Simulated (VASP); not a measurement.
## MnO: electric field gradients with PBE

Crystal: MnO.

```
Mn O
1.0
    -0.04444    2.19978    2.19978
     2.19978   -0.04444    2.19978
     2.19978    2.19978   -0.04444
Mn O
1 1
Direct
  0.00000 0.00000 0.00000
  0.50000 0.50000 0.50000
```

This cell differs from its parent crystal: equal xy, yz and zx shear strains of -2 %.

```yaml
Program: VASP 6.6.1
Task: electric field gradients
Functional: PBE
Potentials_or_basis: VASP PAW PBE potentials, release 64 (Mn_pv, O)
Cutoff: 520 eV
k_mesh: 16 × 16 × 16
Occupations: fermi-dirac, width 0.05 eV
Spin: collinear spin, ferromagnetic start
Starting_moments: "[4.0, 0.0] μB"
Dipole_correction: no
Further_INCAR_settings: ALGO = Normal; EDIFF = 1e-08; NBANDS = 20
```

The pressure is 0.1 GPa, the net moment is 4.76 μB per cell and the site moments are Mn +4.32; O +0.20 μB. The largest electric field gradient by atom is Mn +3.2; O -7.8 V/Å² and the valence electrons inside the program's atomic spheres are Mn 11.36; O 4.98.

Stress tensor (GPa, compression positive):
```
0.05 1.26 1.26
1.26 0.05 1.26
1.26 1.26 0.05
```

Levels at points of the mesh, in eV from the Fermi level:
Spin up:
```tsv
k point	band 10	band 11	band 12	band 13	band 14	band 15
(0.00, 0.00, 0.00)	-3.16	-2.69	-2.69	-0.51	13.96	16.10
(0.50, 0.00, 0.00)	-1.89	0.15	0.21	3.53	7.63	11.85
(0.50, 0.50, 0.00)	-2.06	-2.05	-1.93	5.03	7.81	10.43
(0.50, 0.50, 0.50)	-1.83	0.24	0.24	3.33	8.08	11.48
```
Spin down:
| k point | band 4 | band 5 | band 6 | band 7 | band 8 | band 9 | band 10 | band 11 |
| --- | --- | --- | --- | --- | --- | --- | --- | --- |
| (0.00, 0.00, 0.00) | -19.85 | -3.43 | -3.43 | -3.25 | 0.66 | 0.66 | 0.66 | 0.97 |
| (0.50, 0.00, 0.00) | -18.90 | -7.41 | -4.91 | -4.73 | 1.82 | 1.87 | 2.07 | 3.59 |
| (0.50, 0.50, 0.00) | -18.92 | -6.43 | -4.44 | -4.25 | -0.85 | 1.94 | 2.14 | 2.38 |
| (0.50, 0.50, 0.50) | -18.83 | -7.32 | -4.98 | -4.98 | 1.96 | 2.01 | 2.01 | 3.67 |

Electric field gradients, principal values (V/Å²):
| atom | least | middle | greatest (by size) |
| --- | --- | --- | --- |
| 1 Mn | -1.584 | -1.584 | 3.168 |
| 2 O | 3.879 | 3.879 | -7.759 |

It took 3.5 min on 1 thread of Intel(R) Xeon(R) Platinum 8259CL CPU @ 2.50GHz (Skylake/Cascade Lake) (shared host), peak memory 0.36 GiB.

Caveat: the cell differs from its parent crystal (equal xy, yz and zx shear strains of -2 %); without QUAD_EFG the Cq values of the log hold for a quadrupole moment of 1 mb, not for the nuclei; a cell with one magnetic atom can't hold antiferromagnetic order, which such compounds often take; semilocal functionals often make such compounds metallic where correlation or magnetic order opens a gap, which also shifts bond lengths.
